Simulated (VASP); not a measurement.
KBr:

```xyz
2
Lattice="3.9759 0.0000 0.0000 0.0000 3.9759 0.0000 0.0000 0.0000 3.9759" Properties=species:S:1:pos:R:3 pbc="T T T"
K     0.0000    0.0000    0.0000
Br    1.9879    1.9879    1.9879
```

Base run:

| Quantity | Value |
| --- | --- |
| Program | VASP 6.6.1 |
| Functional | r2SCAN |
| Potentials or basis | VASP PAW PBE potentials, release 64 (K_sv, Br) |
| Cutoff | 520 eV |
| k mesh | 6 × 6 × 6 |
| Occupations | gaussian, width 0.01 eV |
| Spin | no spin polarisation |

Its results: band gap on the k mesh 4.77 eV (least direct gap 5.05 eV); pressure 0.0 GPa.

Question: The run is repeated on the same cell with these changes: functional from r2SCAN to PBE. What comes out?

Answer: Band gap on the k mesh 4.02 eV (least direct gap 4.30 eV); pressure 0.9 GPa.

Caveats: the PAW data sets were made with another functional, which shifts forces and pressure a little (at least some runs).

A k mesh can miss the band edges.
